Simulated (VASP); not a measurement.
# AlSe4 (I4/mmm) in VASP: notebook

AlSe4 is run at these levels: PBE; tasks: single point, relaxation of cell and atoms.

Everything below comes from runs of VASP 6.6.1. Logs are shortened: lines on timing, memory, paths and dates and some standing lists are left out, and cuts for length are marked.

## (1) The cell of the first run

It takes space group I4/mmm (No. 139, tetragonal). The conventional cell has a = 5.634 Å, b = 5.634 Å, c = 7.584 Å, α = 90.00°, β = 90.00°, γ = 90.00°. Al (site symmetry 4/mmm) has 8 Se at 2.75 Å within 3.6 Å. Within 3.6 Å of Se (site symmetry 2/m) lie 2 Al at 2.75 Å and 4 Se at 2.82 Å.

## (2) Single point, PBE

File INCAR:

```
ALGO = Normal ; EDIFF = 1E-6
ENCUT = 520 ; GGA = PE
ISIF = 2 ; ISMEAR = 0
LASPH = T ; LCHARG = T
LELF = T ; LREAL = F
LVHAR = T ; LWAVE = F
NBANDS = 22 ; NELM = 60
PREC = Accurate ; SIGMA = 0.1
```

File KPOINTS:

```
k-points
0
Gamma
  10 10 10
```

File POSCAR:

```
AlSe4
1.0
   -2.8170159002      2.8170159002      3.7922230278
    2.8170159002     -2.8170159002      3.7922230278
    2.8170159002      2.8170159002     -3.7922230278
Al Se
1 4
Direct
    0.0000000000      0.0000000000      0.0000000000
    0.5000000000      0.5000000000      0.5000000000
    0.0000000000      0.0000000000      0.5000000000
    0.0000000000      0.5000000000      0.0000000000
    0.5000000000      0.0000000000      0.0000000000
```

Potentials or basis: VASP PAW PBE potentials, release 64 (Al, Se).

The run is started by

```bash
$ cat potpaw_PBE.64/Al/POTCAR potpaw_PBE.64/Se/POTCAR > POTCAR
$ mpirun -np 1 vasp_std > vasp.out
```

OUTCAR:

```text
EDIFF = 1E-6
   ENCUT = 520
   GGA = PE
   ISIF = 2
   ISMEAR = 0
   LASPH = T
   LREAL = F
   NELM = 60
   PREC = Accurate

 ion  position               nearest neighbor table
   1  0.000  0.000  0.000-   2 2.75   3 2.75   4 2.75   5 2.75   3 2.75   4 2.75   5 2.75   2 2.75

   2  0.500  0.500  0.500-   1 2.75   1 2.75
   3  0.000  0.000  0.500-   1 2.75   1 2.75
   4  0.000  0.500  0.000-   1 2.75   1 2.75
   5  0.500  0.000  0.000-   1 2.75   1 2.75

  LATTYP: Found a body centered tetragonal cell.
 ALAT       =     5.6340318004
 C/A-ratio  =     1.3461844598

  Lattice vectors:

 A1 = (  -2.8170159002,   2.8170159002,   3.7922230278)
 A2 = (   2.8170159002,  -2.8170159002,   3.7922230278)
 A3 = (   2.8170159002,   2.8170159002,  -3.7922230278)

Analysis of symmetry for initial positions (statically):
=====================================================================
 Subroutine PRICEL returns:
 Original cell was already a primitive cell.

 Routine SETGRP: Setting up the symmetry group for a
 body centered tetragonal supercell.

 Subroutine GETGRP returns: Found 16 space group operations
 (whereof 16 operations were pure point group operations)
 out of a pool of 16 trial point group operations.

The static configuration has the point symmetry D_4h.

Analysis of symmetry for dynamics (positions and initial velocities):
=====================================================================
 Subroutine PRICEL returns:
 Original cell was already a primitive cell.

 Routine SETGRP: Setting up the symmetry group for a
 body centered tetragonal supercell.

 Subroutine GETGRP returns: Found 16 space group operations
 (whereof 16 operations were pure point group operations)
 out of a pool of 16 trial point group operations.

The dynamic configuration has the point symmetry D_4h.

 Subroutine INISYM returns: Found 16 space group operations
 (whereof 16 operations are pure point group operations),
 and found     1 'primitive' translations

----------------------------------------------------------------------------------------

                                     Primitive cell

  volume of cell :     120.3739

  direct lattice vectors                    reciprocal lattice vectors
    -2.817015900  2.817015900  3.792223028     0.000000000  0.177492786  0.131848785
     2.817015900 -2.817015900  3.792223028     0.177492786  0.000000000  0.131848785
     2.817015900  2.817015900 -3.792223028     0.177492786  0.177492786  0.000000000

  length of vectors
     5.500192056  5.500192056  5.500192056     0.221105837  0.221105837  0.251012705

  position of ions in fractional coordinates (direct lattice)
     0.000000000  0.000000000  0.000000000
     0.500000000  0.500000000  0.500000000
     0.000000000  0.000000000  0.500000000
     0.000000000  0.500000000  0.000000000
     0.500000000  0.000000000  0.000000000

  ion indices of the primitive-cell ions
   primitive index   ion index
                 1           1
                 2           2
                 3           3
                 4           4
                 5           5

----------------------------------------------------------------------------------------

 KPOINTS: k-points

Automatic generation of k-mesh.
 Grid dimensions read from file:
 generate k-points for:   10   10   10

 Generating k-lattice:

  Cartesian coordinates                     Fractional coordinates (reciprocal lattice)
     0.000000000  0.017749279  0.013184879     0.100000000  0.000000000  0.000000000
     0.017749279  0.000000000  0.013184879     0.000000000  0.100000000  0.000000000
     0.017749279  0.017749279  0.000000000     0.000000000  0.000000000  0.100000000

  Length of vectors
     0.022110584  0.022110584  0.025101271

  Shift w.r.t. Gamma in fractional coordinates (k-lattice)
     0.000000000  0.000000000  0.000000000

 Subroutine IBZKPT returns following result:
 ===========================================

 Found    102 irreducible k-points:

 Following reciprocal coordinates:
            Coordinates               Weight
  0.000000  0.000000  0.000000      1.000000
  0.100000 -0.000000  0.000000      8.000000
  0.200000 -0.000000  0.000000      8.000000
  0.300000  0.000000  0.000000      8.000000
  0.400000  0.000000 -0.000000      8.000000
  0.500000 -0.000000  0.000000      4.000000
[... 16 lines left out ...]
  0.300000  0.300000  0.000000      8.000000
  0.400000  0.300000 -0.000000     16.000000
 [... further k-points ...]
   k-points           NKPTS =    102   k-points in BZ     NKDIM =    102   number of bands    NBANDS=     22
   number of dos      NEDOS =    301   number of ions     NIONS =      5
   total plane-waves  NPLWV =  74088
   dimension x,y,z NGX =    42 NGY =   42 NGZ =   42
   dimension x,y,z NGXF=    84 NGYF=   84 NGZF=   84
   ions per type =               1   4
   NGX,Y,Z   is equivalent  to a cutoff of  12.69, 12.69, 12.69 a.u.
   NGXF,Y,Z  is equivalent  to a cutoff of  25.39, 25.39, 25.39 a.u.
 SYSTEM =  unknown system
   PREC   = accura    normal or accurate (medium, high low for compatibility)
   ISTART =      0    job   : 0-new  1-cont  2-samecut
   ICHARG =      2    charge: 1-file 2-atom 10-const
   ISPIN  =      1    spin polarized calculation?
   LNONCOLLINEAR =      F non collinear calculations
   LSORBIT =      F    spin-orbit coupling
   LASPH  =      T    aspherical Exc in radial PAW
   ENCUT  =  520.0 eV  38.22 Ry    6.18 a.u.  10.23 10.23 10.23*2*pi/ulx,y,z
   NELM   =     60;   NELMIN=  2; NELMDL= -5     # of ELM steps
   EDIFF  = 0.1E-05   stopping-criterion for ELM
   LREAL  =      F    real-space projection
   EDIFFG = 0.1E-04   stopping-criterion for IOM
   NSW    =      0    number of steps for IOM
   IBRION =     -1    ionic relax: 0-MD 1-quasi-New 2-CG
   NFREE  =      0    steps in history (QN), initial steepest desc. (CG)
   ISIF   =      2    stress and relaxation
   ISYM   =      2    0-nonsym 1-usesym 2-fastsym
   POTIM  = 0.5000    time-step for ionic-motion
   TEBEG  =    0.0;   TEEND  =   0.0 temperature during run
   PSTRESS=    0.0 pullay stress
   NELECT =      27.0000    total number of electrons
   NUPDOWN=      -1.0000    fix difference up-down
   EMIN   =  10.00;   EMAX   =-10.00  energy-range for DOS
   EFERMI =   0.00;   METHOD = LEGACY
   ISMEAR =     0;   SIGMA  =   0.10  broadening in eV -4-tet -1-fermi 0-gaus
   EFERMI_NEDOS =   21; number of points for ismear=-14 and -15
   IALGO  =     38    algorithm
   IMIX   =      4    mixing-type and parameters
     AMIX     =   0.40;   BMIX     =  1.00
     AMIX_MAG =   1.60;   BMIX_MAG =  1.00
  volume/ion in A,a.u.               =      24.07       162.46
  Fermi-wavevector in a.u.,A,eV,Ry     =   0.994684  1.879681 13.461562  0.989397
  Thomas-Fermi vector in A             =   2.126652
   LORBIT       =      0    0 simple, 1 ext, 2 COOP (PROOUT), +10 PAW based schemes
   GGA     = PE    functional components
   LHFCALC =     F    Hartree Fock is set to
   AEXX    =    0.0000 exact exchange contribution
   IVDW    =     0    specifies the selected vdW correction
   LEPSILON=     F    determine dielectric tensor
   LRPA    =     F    only Hartree local field effects (RPA)
 non-spin polarized calculation
 Gauss-broadening in eV      SIGMA  =   0.10
  energy-cutoff  :      520.00
  volume of cell :      120.37
 maximum number of plane-waves:      3282
 NGX is ok and might be reduce to    42
   NGX = 21   NGY = 21   NGZ = 21

 number of electron      26.9999999 magnetization

 Free energy of the ion-electron system (eV)
  ---------------------------------------------------
  ext. energy  EPLUGINS =         0.00000000
  ---------------------------------------------------
  free energy    TOTEN  =       -17.67630016 eV

  energy without entropy =      -17.66611324  energy(sigma->0) =      -17.67120670

 E-fermi :   3.9288     XC(G=0):  -9.2298

 val. band max:        3.8955955844   @ k =  -0.4000  -0.4000   0.1000
 cond. band min:       3.9333877765   @ k =  -0.2000  -0.3000   0.1000
 fundamental gap:      0.0377921920
 Fermi energy:         3.9288093728

 k-point     1 :       0.0000    0.0000    0.0000
  band No.  band energies     occupation
      1     -11.4385      2.00000
      2      -8.7831      2.00000
      3      -8.7831      2.00000
      4      -6.8427      2.00000
      5      -3.0496      2.00000
      6      -1.8246      2.00000
[... 14 lines left out ...]
     21      11.7865      0.00000
     22      11.7908      0.00000

 k-point     2 :       0.1000   -0.0000    0.0000
  band No.  band energies     occupation
      1     -11.3914      2.00000
      2      -8.8824      2.00000
      3      -8.7550      2.00000
      4      -6.9300      2.00000
      5      -2.9868      2.00000
      6      -1.7319      2.00000
[... 14 lines left out ...]
     21      11.0673      0.00000
     22      11.1211      0.00000

 k-point     3 :       0.2000   -0.0000    0.0000
  band No.  band energies     occupation
      1     -11.2520      2.00000
      2      -9.1511      2.00000
      3      -8.6704      2.00000
      4      -7.1592      2.00000
      5      -2.8532      2.00000
      6      -1.5521      2.00000
[... 14 lines left out ...]
     21       9.8117      0.00000
     22      10.4474      0.00000
[... 476 lines left out ...]
 k-point    23 :       0.3000    0.3000    0.0000
  band No.  band energies     occupation
      1     -10.5128      2.00000
      2      -9.4291      2.00000
      3      -9.2968      2.00000
      4      -7.9925      2.00000
      5      -2.5322      2.00000
      6      -0.4220      2.00000
[... 14 lines left out ...]
     21      10.3479      0.00000
     22      11.4738      0.00000

 k-point    24 :       0.4000    0.3000   -0.0000
  band No.  band energies     occupation
      1     -10.2080      2.00000
      2      -9.7870      2.00000
      3      -9.1537      2.00000
      4      -8.3001      2.00000
      5      -2.3313      2.00000
      6      -0.3241      2.00000
[... 14 lines left out ...]
     21      10.8396      0.00000
     22      11.3852      0.00000

 [... further k-points ...]

------------------------ aborting loop because EDIFF is reached ----------------------------------------

  FORCE on cell =-STRESS in cart. coord.  units (eV):
  Direction    XX          YY          ZZ          XY          YZ          ZX
  --------------------------------------------------------------------------------------
  -------------------------------------------------------------------------------------
  Total        0.0195561      0.0195561      0.0164784      0.0000000     -0.0000000      0.0000000
  in kB        0.2602913      0.2602913      0.2193270      0.0000000     -0.0000000      0.0000000
  external PRESSURE =       0.2466365 kB  Pullay stress =       0.0000000 kB

 VOLUME and BASIS-vectors are now :
 -----------------------------------------------------------------------------
  energy-cutoff  :      520.00
  volume of cell :      120.37
      direct lattice vectors                 reciprocal lattice vectors
    -2.817015900  2.817015900  3.792223028     0.000000000  0.177492786  0.131848785
     2.817015900 -2.817015900  3.792223028     0.177492786  0.000000000  0.131848785
     2.817015900  2.817015900 -3.792223028     0.177492786  0.177492786  0.000000000

 POSITION                                       TOTAL-FORCE (eV/Angst)
 -----------------------------------------------------------------------------------
      0.00000      0.00000      0.00000         0.000000     -0.000000     -0.000000
      1.40851      1.40851      1.89611        -0.000000      0.000000      0.000000
      1.40851      1.40851     -1.89611         0.000000     -0.000000     -0.000000
      1.40851     -1.40851      1.89611         0.000000      0.000000     -0.000000
     -1.40851      1.40851      1.89611        -0.000000     -0.000000     -0.000000
 -----------------------------------------------------------------------------------
    total drift:                               -0.000000     -0.000000      0.000000

  FREE ENERGIE OF THE ION-ELECTRON SYSTEM (eV)
  ---------------------------------------------------
  free  energy   TOTEN  =       -17.6763001647 eV

  energy  without entropy=      -17.6661132418  energy(sigma->0) =      -17.67120670
```

Wall time 2.7 min (1 thread of Intel Xeon Platinum 8559C (Emerald Rapids), shared host); peak memory 0.39 GiB.

Results:

* Free energy: -17.6763 eV
* Pressure: 0.0 GPa
* Band gap on the k mesh: zero (an odd number of electrons rules out a gap without spin polarisation)

Levels at points of the mesh, in eV from the Fermi level:
```tsv
k point	band 10	band 11	band 12	band 13	band 14	band 15	band 16	band 17
(0.00, 0.00, 0.00)	-3.29	-2.92	-2.89	0.68	2.00	2.00	2.85	2.99
(0.50, 0.00, 0.00)	-2.66	-2.37	-1.78	-0.74	-0.73	1.22	2.55	2.77
(0.50, 0.50, 0.00)	-2.29	-2.12	-1.83	-1.79	-1.47	-1.07	-1.05	1.60
(0.50, 0.50, 0.50)	-1.33	-1.05	-1.05	1.78	2.26	2.26	2.40	2.40
```

Caveat: an odd number of electrons without spin polarisation forces a metal; a magnetic or distorted state may lie lower.

## (3) Relaxation of cell and atoms, PBE

This run uses another cell than the first one, of 24.26 Å³/atom.

File INCAR:

```
SYSTEM = AlSe4
ALGO     = Normal         ! electronic algorithm
EDIFF    = 1E-7           ! SCF threshold, eV
EDIFFG   = -0.01          ! ionic threshold
ENCUT    = 600            ! plane-wave cutoff, eV
GGA      = PE             ! functional
IBRION   = 2              ! ionic algorithm
ISIF     = 3              ! what is computed and relaxed
ISMEAR   = 0              ! smearing method
LASPH    = .TRUE.         ! aspherical terms in the spheres
LCHARG   = .FALSE.        ! write CHGCAR
LREAL    = .FALSE.        ! projectors in reciprocal space
LWAVE    = .FALSE.        ! write WAVECAR
NELM     = 60             ! most SCF steps
NSW      = 100            ! ionic steps
PREC     = Accurate       ! precision mode
SIGMA    = 0.1            ! smearing width, eV
```

File KPOINTS:

```
k-points
0
G
  10 10 10
  0 0 0
```

Edit POSCAR of step 2 so:

```diff
@@ -2,5 +2,5 @@
 1.0
-   -2.8170159002      2.8170159002      3.7922230278
-    2.8170159002     -2.8170159002      3.7922230278
-    2.8170159002      2.8170159002     -3.7922230278
+   -2.8017158336      2.8017158336      3.8629754658
+    2.8017158336     -2.8017158336      3.8629754658
+    2.8017158336      2.8017158336     -3.8629754658
 Al Se
```

Potentials or basis: VASP PAW PBE potentials, release 64 (Al, Se).

The run is started by

```bash
$ cat potpaw_PBE.64/Al/POTCAR potpaw_PBE.64/Se/POTCAR > POTCAR
$ mpirun -np 1 vasp_std > vasp.out
```

It took 11 min on 1 thread of Intel Xeon Platinum 8559C (Emerald Rapids), shared host; peak memory 0.51 GiB.

It converged, with:

| Item | Value |
| --- | --- |
| Free energy | -17.6764 eV |
| Relaxed volume | 24.08 Å³/atom |
| Relaxed cell | a = 5.501 Å, b = 5.501 Å, c = 5.501 Å, α = 118.38°, β = 118.38°, γ = 92.83° |
| Space group after relaxing (to 0.1 Å) | I4/mmm (No. 139) |
| Energy gained by relaxing | 1.9 meV/atom |
| Ionic steps | 5 |
| Pressure after relaxing | 0.0 GPa |
| Band gap on the k mesh | zero (an odd number of electrons rules out a gap without spin polarisation) |

Step by step:
```tsv
step	energy change (eV)	largest force (eV/Å)	pressure (GPa)	volume (Å³)
1	0.0000	0.0000	0.06	121.29
2	-0.0065	0.0000	-0.25	121.43
3	-0.0078	0.0000	-0.45	121.52
4	-0.0094	0.0000	0.08	120.22
5	-0.0095	0.0000	-0.01	120.42
```

Final structure:
```xyz
5
Lattice="-2.8176 2.8176 3.7923 2.8176 -2.8176 3.7923 2.8176 2.8176 -3.7923" Properties=species:S:1:pos:R:3 pbc="T T T"
Al    0.0000    0.0000    0.0000
Se    1.4088    1.4088    1.8961
Se    1.4088    1.4088   -1.8961
Se    1.4088   -1.4088    1.8961
Se   -1.4088    1.4088    1.8961
```

Levels at points of the mesh, in eV from the Fermi level:
```csv
k point,band 10,band 11,band 12,band 13,band 14,band 15,band 16,band 17
"(0.00, 0.00, 0.00)",-3.29,-2.91,-2.89,0.68,2.00,2.00,2.85,2.99
"(0.50, 0.00, 0.00)",-2.66,-2.36,-1.78,-0.74,-0.73,1.22,2.55,2.78
"(0.50, 0.50, 0.00)",-2.29,-2.12,-1.83,-1.78,-1.47,-1.06,-1.05,1.60
"(0.50, 0.50, 0.50)",-1.33,-1.04,-1.04,1.78,2.26,2.26,2.40,2.40
```

Caveat: an odd number of electrons without spin polarisation forces a metal; a magnetic or distorted state may lie lower.

The gap in the log of VASP goes by the Fermi energy; the results here count the filled bands.